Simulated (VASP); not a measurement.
## P: single point with PBEsol

P, a slab with vacuum:

```
CELL_PARAMETERS angstrom
3.28437 0.00000 0.00000
0.00000 34.87475 0.00000
0.00000 0.00000 4.43691
ATOMIC_POSITIONS crystal
P 0.99662 0.96977 0.57942
P 0.99308 0.03067 0.42341
P 0.52164 0.02954 0.08728
P 0.48865 0.97002 0.90989
```

This cell differs from its parent crystal: atoms moved at random.

```yaml
Program: VASP 6.6.1
Task: single point
Functional: PBEsol
Potentials_or_basis: VASP PAW PBE potentials, release 64 (P)
Cutoff: 520 eV
k_mesh: 8 × 1 × 6
Occupations: gaussian, width 0.05 eV
Spin: no spin polarisation
Dipole_correction: no
Further_INCAR_settings: ALGO = Normal; EDIFF = 1e-07; NBANDS = 18
```

```
Largest force          : 1.131 eV/Å
Band gap on the k mesh : 0.74 eV
```

Forces in eV/Å, atoms in the order of the input:
```
P   -0.194  0.155 -0.056
P    0.856 -0.177 -0.130
P   -1.061  0.360 -0.154
P    0.399 -0.338  0.339
```

Levels at points of the mesh, in eV from the valence-band top:
| k point | band 7 | band 8 | band 9 | band 10 | band 11 | band 12 | band 13 | band 14 |
| --- | --- | --- | --- | --- | --- | --- | --- | --- |
| (0.00, 0.00, 0.00) | -3.51 | -2.03 | -1.64 | 0.00 | 0.74 | 1.41 | 2.57 | 3.57 |
| (0.50, 0.00, 0.00) | -2.92 | -2.69 | -2.19 | -2.00 | 1.06 | 1.36 | 1.74 | 2.11 |
| (0.00, 0.00, 0.50) | -2.70 | -2.53 | -1.13 | -1.05 | 1.96 | 2.05 | 3.40 | 3.52 |
| (0.50, 0.00, 0.50) | -4.93 | -4.79 | -1.42 | -1.18 | 2.17 | 2.59 | 4.01 | 4.37 |

It took 8.4 min on 1 thread of Intel(R) Xeon(R) Platinum 8259CL CPU @ 2.50GHz (Skylake/Cascade Lake), with other jobs on the host, peak memory 0.58 GiB.

Caveat: the cell differs from its parent crystal (atoms moved at random); the PAW data sets were made with another functional, which shifts forces and pressure a little.
